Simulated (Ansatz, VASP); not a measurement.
# Ti in VASP and in Ansatz

```
CELL_PARAMETERS angstrom
1.46997 -2.54607 0.00000
1.46997 2.54607 0.00000
0.00000 0.00000 4.64787
ATOMIC_POSITIONS crystal
Ti 0.66667 0.33333 0.25000
Ti 0.33333 0.66667 0.75000
```

Alike in both runs: task single point; functional PBE; k mesh 13 × 13 × 7; occupations fermi-dirac, width 0.05 eV; no spin polarisation.

|  | VASP | Ansatz |
| --- | --- | --- |
| version | VASP 6.6.1 | Ansatz 0.2.0 |
| potentials or method | VASP PAW PBE potentials, release 64 (Ti_sv), cutoff 520 eV | all-electron LAPW, scalar-relativistic |

VASP gave:

* pressure (GPa): -0.2
* traceless stress, the component that is largest in VASP (GPa): 0.12

**Question.** Which values does Ansatz return?

**Answer.** Pressure (GPa): 0.0; traceless stress, the component that is largest in VASP (GPa): 0.12.

Ansatz ran all-electron here, and VASP with PAW potentials.
